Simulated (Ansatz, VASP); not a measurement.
**Ti: VASP beside Ansatz**

File INCAR:

```
SYSTEM = Ti
ALGO = Fast
EDIFF = 1E-6
ENCUT = 520
GGA = PE
ISIF = 2
ISMEAR = 0
LASPH = .True.
LCHARG = .False.
LREAL = .False.
LWAVE = .False.
NBANDS = 19
NELM = 60
PREC = Accurate
SIGMA = 0.15
```

File KPOINTS:

```
k-points
0
Gamma
  24 24 14
  0 0 0
```

File POSCAR:

```
Ti
1.0
    2.9024089280      0.0000000000      0.0000000000
   -1.4512044640      2.5135598638      0.0000000000
    0.0000000000      0.0000000000      4.8409264427
Ti
2
Direct
    0.3333333333      0.6666666667      0.2500000000
    0.6666666667      0.3333333333      0.7500000000
```

Input for Ansatz:

```yaml
crystal:
  lattice:
    - [2.902408928, 0.0, 0.0]
    - [-1.451204464, 2.5135598638, 0.0]
    - [0.0, 0.0, 4.8409264427]
  atoms:
    - { symbol: Ti, position: [0.3333333333, 0.6666666667, 0.25] }
    - { symbol: Ti, position: [0.6666666667, 0.3333333333, 0.75] }
basis:
  ecutwfc: 420
kpoints:
  mp_grid: { grid: [24, 24, 14] }
hamiltonian:
  xc: pbe
scf:
  occupations: { method: gaussian, width: 0.15 }
output:
  forces: true
  stress: true
  eigenvalues: true
  write_density: true
  write_potential: true
  elf: true
  volumetric_format: npy
```

Alike in both runs: task single point; functional PBE; k mesh 24 × 24 × 14; occupations gaussian, width 0.15 eV; no spin polarisation.

|  | VASP | Ansatz |
| --- | --- | --- |
| version | VASP 6.6.1 | Ansatz 0.2.0 |
| potentials or method | VASP PAW PBE potentials, release 64 (Ti_sv), cutoff 520 eV | scalar-relativistic, plane waves, PAW |
| valence electrons in the cell | 24 | 24 |

```csv
,VASP,Ansatz,Ansatz less VASP
gap on the k mesh at the Fermi level (eV),none,none,-
pressure (GPa),-1.9,-1.6,+0.29
"traceless stress, the component that is largest in VASP (GPa)",-3.70,-3.72,-0.017
```

A gap of «none» marks a metal or a gap that the smearing closes.
